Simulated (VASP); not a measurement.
The system is TlZnBr3.

```xyz
5
Lattice="5.2004 0.0520 0.0000 0.0520 5.2004 0.0000 0.0000 0.0000 5.2004" Properties=species:S:1:pos:R:3 pbc="T T T"
Tl    0.0000    0.0000    0.0000
Zn    2.6262    2.6262    2.6002
Br    2.6262    2.6262    0.0000
Br    2.6002    0.0260    2.6002
Br    0.0260    2.6002    2.6002
```

This cell differs from its parent crystal: shear xy strain +2.0%.

Base run:

```yaml
Program: VASP 6.6.1
Functional: r2SCAN
Potentials_or_basis: VASP PAW PBE potentials, release 64 (Tl_d, Zn, Br)
Cutoff: 520 eV
k_mesh: 6 × 6 × 6
Occupations: gaussian, width 0.01 eV
Spin: no spin polarisation
```

Its results: band gap on the k mesh 0.86 eV, indirect (least direct gap 1.53 eV); pressure 0.0 GPa.

**Question.** The run is repeated on the same cell with these changes: functional from r2SCAN to PBE; occupations from gaussian, width 0.01 eV to fermi-dirac, width 0.02 eV. What comes out?

**Answer.** Band gap on the k mesh 0.28 eV, indirect (least direct gap 0.94 eV); pressure 1.3 GPa.

Caveats: spin-orbit coupling is left out, which moves the levels of the heavy elements; the PAW data sets were made with another functional, which shifts forces and pressure a little (some runs).

A k mesh can miss the band edges.
